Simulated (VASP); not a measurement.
# Cs2Ru (Fd-3m) in VASP: notebook

The runs below take Cs2Ru through single point, with PBE.

All numbers are computed with VASP 6.6.1; they aren't measurements. Logs are shortened: lines on timing, memory, paths and dates and some standing lists are left out, and cuts for length are marked.

## Step 1: The cell of the first run

The structure is cubic, space group Fd-3m (No. 227). Conventional cell: a = 9.429 Å, b = 9.429 Å, c = 9.429 Å, α = 90.00°, β = 90.00°, γ = 90.00°. Cs (site symmetry -3m) has 6 Cs at 3.33 Å and 6 Ru at 3.91 Å within 4.4 Å. Within 5.1 Å of Ru (site symmetry -43m) lie 12 Cs at 3.91 Å and 4 Ru at 4.08 Å.

## Step 2: Single point, PBE

The input, INCAR:

```
SYSTEM = Cs2Ru
ALGO = Normal ; EDIFF = 1E-6
ENCUT = 520 ; GGA = PE
ISIF = 2 ; ISMEAR = 0
LASPH = .True. ; LCHARG = .False.
LREAL = .False. ; LWAVE = .False.
NBANDS = 41 ; NELM = 80
PREC = Accurate ; SIGMA = 0.1
```

The input, KPOINTS:

```
k-points
0
Gamma
  4 4 4
  0 0 0
```

The input, POSCAR:

```
Cs2Ru
1.0
    0.0000000000      4.7145340341      4.7145340341
    4.7145340341      0.0000000000      4.7145340341
    4.7145340341      4.7145340341      0.0000000000
Cs Ru
4 2
Direct
    0.6250000000      0.6250000000      0.6250000000
    0.1250000000      0.6250000000      0.6250000000
    0.6250000000      0.6250000000      0.1250000000
    0.6250000000      0.1250000000      0.6250000000
    0.0000000000      0.0000000000      0.0000000000
    0.2500000000      0.2500000000      0.2500000000
```

Potentials or basis: VASP PAW PBE potentials, release 64 (Cs_sv, Ru_pv).

The run is started by

```bash
$ cat potpaw_PBE.64/Cs_sv/POTCAR potpaw_PBE.64/Ru_pv/POTCAR > POTCAR
$ mpirun -np 1 vasp_std > vasp.out
```

OUTCAR:

```text
SYSTEM = Cs2Ru
   EDIFF = 1E-6
   ENCUT = 520
   GGA = PE
   ISIF = 2
   ISMEAR = 0
   LASPH = .True.
   LREAL = .False.
   NELM = 80
   PREC = Accurate

 ion  position               nearest neighbor table
   1  0.625  0.625  0.625-
   2  0.125  0.625  0.625-
   3  0.625  0.625  0.125-
   4  0.625  0.125  0.625-
   5  0.000  0.000  0.000-
   6  0.250  0.250  0.250-

  LATTYP: Found a face centered cubic cell.
 ALAT       =     9.4290680682

  Lattice vectors:

 A1 = (   0.0000000000,   4.7145340341,   4.7145340341)
 A2 = (   4.7145340341,   0.0000000000,   4.7145340341)
 A3 = (   4.7145340341,   4.7145340341,   0.0000000000)

Analysis of symmetry for initial positions (statically):
=====================================================================
 Subroutine PRICEL returns:
 Original cell was already a primitive cell.

 Routine SETGRP: Setting up the symmetry group for a
 face centered cubic supercell.

 Subroutine GETGRP returns: Found 48 space group operations
 (whereof 24 operations were pure point group operations)
 out of a pool of 48 trial point group operations.

The static configuration has the point symmetry T_d .
 The point group associated with its full space group is O_h .

Analysis of symmetry for dynamics (positions and initial velocities):
=====================================================================
 Subroutine PRICEL returns:
 Original cell was already a primitive cell.

 Routine SETGRP: Setting up the symmetry group for a
 face centered cubic supercell.

 Subroutine GETGRP returns: Found 48 space group operations
 (whereof 24 operations were pure point group operations)
 out of a pool of 48 trial point group operations.

The dynamic configuration has the point symmetry T_d .
 The point group associated with its full space group is O_h .

 Subroutine INISYM returns: Found 48 space group operations
 (whereof 24 operations are pure point group operations),
 and found     1 'primitive' translations

----------------------------------------------------------------------------------------

                                     Primitive cell

  volume of cell :     209.5783

[... 77 lines left out ...]
   ENCUT  =  520.0 eV  38.22 Ry    6.18 a.u.  12.40 12.40 12.40*2*pi/ulx,y,z
   NELM   =     80;   NELMIN=  2; NELMDL= -5     # of ELM steps
   EDIFF  = 0.1E-05   stopping-criterion for ELM
   LREAL  =      F    real-space projection
   EDIFFG = 0.1E-04   stopping-criterion for IOM
   NSW    =      0    number of steps for IOM
   IBRION =     -1    ionic relax: 0-MD 1-quasi-New 2-CG
   NFREE  =      0    steps in history (QN), initial steepest desc. (CG)
   ISIF   =      2    stress and relaxation
   ISYM   =      2    0-nonsym 1-usesym 2-fastsym
   POTIM  = 0.5000    time-step for ionic-motion
   TEBEG  =    0.0;   TEEND  =   0.0 temperature during run
   PSTRESS=    0.0 pullay stress
   NELECT =      64.0000    total number of electrons
   NUPDOWN=      -1.0000    fix difference up-down
   EMIN   =  10.00;   EMAX   =-10.00  energy-range for DOS
   EFERMI =   0.00;   METHOD = LEGACY
   ISMEAR =     0;   SIGMA  =   0.10  broadening in eV -4-tet -1-fermi 0-gaus
   EFERMI_NEDOS =   21; number of points for ismear=-14 and -15
   IALGO  =     38    algorithm
   IMIX   =      4    mixing-type and parameters
     AMIX     =   0.40;   BMIX     =  1.00
     AMIX_MAG =   1.60;   BMIX_MAG =  1.00
  volume/ion in A,a.u.               =      34.93       235.72
  Fermi-wavevector in a.u.,A,eV,Ry     =   1.102434  2.083299 16.535995  1.215361
  Thomas-Fermi vector in A             =   2.238877
   LORBIT       =      0    0 simple, 1 ext, 2 COOP (PROOUT), +10 PAW based schemes
   GGA     = PE    functional components
   LHFCALC =     F    Hartree Fock is set to
   AEXX    =    0.0000 exact exchange contribution
   IVDW    =     0    specifies the selected vdW correction
   LEPSILON=     F    determine dielectric tensor
   LRPA    =     F    only Hartree local field effects (RPA)
 non-spin polarized calculation
 Gauss-broadening in eV      SIGMA  =   0.10
  energy-cutoff  :      520.00
  volume of cell :      209.58
 maximum number of plane-waves:      5680
 NGX is ok and might be reduce to    50
   NGX = 25   NGY = 25   NGZ = 25

 number of electron      64.0000005 magnetization

 Free energy of the ion-electron system (eV)
  ---------------------------------------------------
  ext. energy  EPLUGINS =         0.00000000
  ---------------------------------------------------
  free energy    TOTEN  =        -9.71287479 eV

  energy without entropy =       -9.61131510  energy(sigma->0) =       -9.66209494

 E-fermi :   3.9986     XC(G=0):  -9.3212

 val. band max:        3.9748604520   @ k =   0.0000   0.0000   0.0000
 cond. band min:       4.0022442194   @ k =   0.0000   0.0000   0.0000
 fundamental gap:      0.0273837673
 Fermi energy:         3.9985615616

 k-point     1 :       0.0000    0.0000    0.0000
  band No.  band energies     occupation
      1     -37.1290      2.00000
      2     -37.1290      2.00000
      3     -37.1290      2.00000
      4     -37.1268      2.00000
      5     -37.1268      2.00000
      6     -37.1268      2.00000
[... 341 lines left out ...]
     40       6.3435      0.00000
     41       6.9359      0.00000

------------------------ aborting loop because EDIFF is reached ----------------------------------------

  FORCE on cell =-STRESS in cart. coord.  units (eV):
  Direction    XX          YY          ZZ          XY          YZ          ZX
  --------------------------------------------------------------------------------------
  -------------------------------------------------------------------------------------
  Total        2.9093046      2.9093046      2.9093046     -0.0000000      0.0000000     -0.0000000
  in kB       22.2409559     22.2409559     22.2409559     -0.0000000      0.0000000     -0.0000000
  external PRESSURE =      22.2409559 kB  Pullay stress =       0.0000000 kB

 VOLUME and BASIS-vectors are now :
 -----------------------------------------------------------------------------
  energy-cutoff  :      520.00
  volume of cell :      209.58
      direct lattice vectors                 reciprocal lattice vectors
     0.000000000  4.714534034  4.714534034    -0.106055020  0.106055020  0.106055020
     4.714534034  0.000000000  4.714534034     0.106055020 -0.106055020  0.106055020
     4.714534034  4.714534034  0.000000000     0.106055020  0.106055020 -0.106055020

 POSITION                                       TOTAL-FORCE (eV/Angst)
 -----------------------------------------------------------------------------------
      5.89317      5.89317      5.89317         0.000000      0.000000      0.000000
      5.89317      3.53590      3.53590         0.000000      0.000000      0.000000
      3.53590      3.53590      5.89317         0.000000      0.000000      0.000000
      3.53590      5.89317      3.53590         0.000000      0.000000      0.000000
      0.00000      0.00000      0.00000        -0.000000     -0.000000     -0.000000
      2.35727      2.35727      2.35727         0.000000      0.000000      0.000000
 -----------------------------------------------------------------------------------
    total drift:                               -0.000000     -0.000000      0.000000

  FREE ENERGIE OF THE ION-ELECTRON SYSTEM (eV)
  ---------------------------------------------------
  free  energy   TOTEN  =        -9.7128747865 eV

  energy  without entropy=       -9.6113150979  energy(sigma->0) =       -9.66209494
```

OSZICAR:

```text
N       E                     dE             d eps       ncg     rms          rms(c)
DAV:   1     0.528410455321E+03    0.52841E+03   -0.31219E+04   744   0.138E+03
DAV:   2     0.315790856391E+02   -0.49683E+03   -0.47441E+03   827   0.311E+02
DAV:   3    -0.958696957263E+01   -0.41166E+02   -0.39781E+02   798   0.807E+01
DAV:   4    -0.105460805202E+02   -0.95911E+00   -0.94877E+00   807   0.128E+01
DAV:   5    -0.105665957014E+02   -0.20515E-01   -0.20493E-01   869   0.171E+00    0.379E+00
DAV:   6    -0.103264491115E+02    0.24015E+00   -0.43238E+00   866   0.529E+00    0.653E+00
DAV:   7    -0.984546793154E+01    0.48098E+00   -0.21457E+00   755   0.494E+00    0.154E+00
DAV:   8    -0.971094830132E+01    0.13452E+00   -0.39706E-01   821   0.237E+00    0.442E-01
DAV:   9    -0.971256117630E+01   -0.16129E-02   -0.21781E-02   764   0.509E-01    0.237E-01
DAV:  10    -0.971290112909E+01   -0.33995E-03   -0.20714E-03   818   0.238E-01    0.330E-02
DAV:  11    -0.971288605951E+01    0.15070E-04   -0.28019E-04   903   0.594E-02    0.192E-02
DAV:  12    -0.971287710259E+01    0.89569E-05   -0.30281E-05   814   0.199E-02    0.813E-03
DAV:  13    -0.971287496712E+01    0.21355E-05   -0.50097E-06   702   0.673E-03    0.241E-03
DAV:  14    -0.971287478654E+01    0.18058E-06   -0.31371E-07   431   0.240E-03
   1 F= -.97128748E+01 E0= -.96620949E+01  d E =-.101560E+00
```

stdout:

```text
POSCAR found type information on POSCAR CsRu
 POSCAR found :  2 types and       6 ions
 scaLAPACK will be used
 LDA part: xc-table for (Slater+PW92), standard interpolation
 POSCAR, INCAR and KPOINTS ok, starting setup
 FFT: planning ... GRIDC
 FFT: planning ... GRID_SOFT
 FFT: planning ... GRID
 WAVECAR not read
 entering main loop
```

Run time: 55 s. Hardware: 1 thread of Intel Xeon 6975P-C (Granite Rapids), shared host; peak memory 0.35 GiB.

Results:

```yaml
Free_energy: -9.7129 eV
Pressure: 2.2 GPa
Band_gap_on_the_k_mesh: zero (bands 32 and 33 overlap by 0.19 eV)
```

Levels at points of the mesh, in eV from the Fermi level:
```
           k point  band 30  band 31  band 32  band 33  band 34  band 35  band 36  band 37
(0.00, 0.00, 0.00)    -0.06    -0.06    -0.02    -0.02    -0.02     0.00     0.00     0.00
(0.50, 0.00, 0.00)    -0.21    -0.21    -0.06    -0.06     0.24     0.66     1.32     1.88
(0.50, 0.50, 0.00)    -0.22    -0.20    -0.20     0.13     0.13     1.64     1.64     2.04
```

Caveat: spin-orbit coupling is left out, which moves the levels of the heavy elements.

## Step 3: Single point, PBE

This run uses another cell than the first one, of 39.83 Å³/atom.

The input, INCAR:

```
  ALGO = Fast
  EDIFF = 1E-7
  ENCUT = 520
  GGA = PE
  ISIF = 2
  ISMEAR = 0
  LASPH = True
  LCHARG = False
  LREAL = False
  LWAVE = False
  NBANDS = 41
  NELM = 60
  PREC = Accurate
  SIGMA = 0.1
```

The input, KPOINTS:

```
k-points
0
Gamma
  8 8 8
```

POSCAR: that of step 2 with these lines changed.

```diff
@@ -2,5 +2,5 @@
 1.0
-    0.0000000000      4.7145340341      4.7145340341
-    4.7145340341      0.0000000000      4.7145340341
-    4.7145340341      4.7145340341      0.0000000000
+    0.0000000000      4.9252557161      4.9252557161
+    4.9252557161      0.0000000000      4.9252557161
+    4.9252557161      4.9252557161      0.0000000000
 Cs Ru
```

Potentials or basis: VASP PAW PBE potentials, release 64 (Cs_sv, Ru_pv).

The run is started by

```bash
$ cat potpaw_PBE.64/Cs_sv/POTCAR potpaw_PBE.64/Ru_pv/POTCAR > POTCAR
$ mpirun -np 1 vasp_std > vasp.out
```

Run time: 5.2 min. Hardware: 1 thread of Intel Xeon 6975P-C (Granite Rapids), shared host; peak memory 0.52 GiB.

It converged, with:

| Property | Result |
| --- | --- |
| Free energy | -9.8952 eV |
| Pressure | 0.2 GPa |
| Band gap on the k mesh | zero (bands 32 and 33 overlap by 0.15 eV) |

Levels at points of the mesh, in eV from the Fermi level:
| k point | band 30 | band 31 | band 32 | band 33 | band 34 | band 35 |
| --- | --- | --- | --- | --- | --- | --- |
| (0.00, 0.00, 0.00) | -0.03 | -0.03 | -0.03 | -0.03 | -0.03 | 0.20 |
| (0.50, 0.00, 0.00) | -0.17 | -0.17 | -0.04 | -0.04 | 0.17 | 0.40 |
| (0.50, 0.50, 0.00) | -0.18 | -0.14 | -0.14 | 0.10 | 0.10 | 1.50 |

Caveat: spin-orbit coupling is left out, which moves the levels of the heavy elements.

## Step 4: Single point, PBE

This run uses another cell than the first one, of 39.83 Å³/atom.

The input, INCAR:

```
SYSTEM = Cs2Ru
PREC = Accurate
ENCUT = 520
EDIFF = 1E-7
ISMEAR = 0
SIGMA = 0.1
LREAL = .False.
LASPH = .True.
NELM = 100
ALGO = Fast
ISIF = 2
LWAVE = .False.
LCHARG = .False.
GGA = PE
NBANDS = 41
```

The input, KPOINTS:

```
regular mesh
0
Gamma
  8 8 8
  0 0 0
```

POSCAR is that of step 3.

The run is started by

```bash
$ cat potpaw_PBE.64/Cs_sv/POTCAR potpaw_PBE.64/Ru_pv/POTCAR > POTCAR
$ mpirun -np 1 vasp_std > vasp.out
```

It took 5.4 min on 1 thread of Intel Xeon 6975P-C (Granite Rapids), shared host; peak memory 0.52 GiB.

It converged, with:

| Item | Value |
| --- | --- |
| Free energy | -9.8952 eV |
| Pressure | 0.2 GPa |
| Band gap on the k mesh | zero (bands 32 and 33 overlap by 0.15 eV) |

Levels at points of the mesh, in eV from the Fermi level:
| k point | band 29 | band 30 | band 31 | band 32 | band 33 | band 34 | band 35 | band 36 |
| --- | --- | --- | --- | --- | --- | --- | --- | --- |
| (0.00, 0.00, 0.00) | -0.26 | -0.03 | -0.03 | -0.03 | -0.03 | -0.03 | 0.20 | 0.20 |
| (0.50, 0.00, 0.00) | -0.35 | -0.17 | -0.17 | -0.04 | -0.04 | 0.17 | 0.40 | 1.21 |
| (0.50, 0.50, 0.00) | -0.18 | -0.18 | -0.14 | -0.14 | 0.10 | 0.10 | 1.50 | 1.50 |

Caveat: spin-orbit coupling is left out, which moves the levels of the heavy elements.
